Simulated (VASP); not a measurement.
Write the native input for VASP 6.6.1 that does the following.

```yaml
Task: relaxation of volume and atoms at fixed shape
Functional: LDA
Potentials_or_basis: VASP PAW LDA potentials, release 64 (Li_sv)
Cutoff: 600 eV
k_mesh: 17 × 17 × 17
Occupations: fermi-dirac, width 0.1 eV
Spin: no spin polarisation
Dipole_correction: no
Further_INCAR_settings: ALGO = Normal; EDIFF = 1e-07; IBRION = 2; EDIFFG = -0.01; NSW = 80; ISIF = 8
```

The structure of Li lies in POSCAR:

```
Li
1.0
   -1.7546500000      1.7546500000      1.7546500000
    1.7546500000     -1.7546500000      1.7546500000
    1.7546500000      1.7546500000     -1.7546500000
Li
1
Direct
    0.0000000000      0.0000000000      0.0000000000
```

The input as run:

INCAR

```
SYSTEM = Li
PREC = Accurate
ENCUT = 600
EDIFF = 1E-7
ISMEAR = -1
SIGMA = 0.1
LREAL = .False.
LASPH = .True.
NELM = 60
ALGO = Normal
ISIF = 8
LWAVE = .False.
LCHARG = .False.
IBRION = 2
NSW = 80
EDIFFG = -0.01
```

KPOINTS

```
regular mesh
0
Gamma
  17 17 17
  0 0 0
```

Potentials or basis: VASP PAW LDA potentials, release 64 (Li_sv).

The run is started by

```sh
$ cat potpaw_LDA.64/Li_sv/POTCAR > POTCAR
$ mpirun -np 1 vasp_std > vasp.out
```

Results of the run:

```json
{"Relaxed volume": "18.69 Å³/atom", "Relaxed cell": "a = 2.896 Å, b = 2.896 Å, c = 2.896 Å, α = 109.47°, β = 109.47°, γ = 109.47°", "Space group after relaxing (to 0.05 Å)": "Im-3m (No. 229)", "Energy gained by relaxing": "16.5 meV/atom", "Ionic steps": "4", "Pressure after relaxing": "0.1 GPa"}
```

Caveat: the cutoff is under 1.25 times the usual one of these potentials, so pressure, stress and relaxed cells hold a basis-set (Pulay) error; the volume moved by -13 % from the deposited cell, more than functionals usually miss.

It took 16 s on 1 thread of Intel(R) Xeon(R) Platinum 8375C CPU @ 2.90GHz (Ice Lake), on a shared host, peak memory 0.13 GiB.
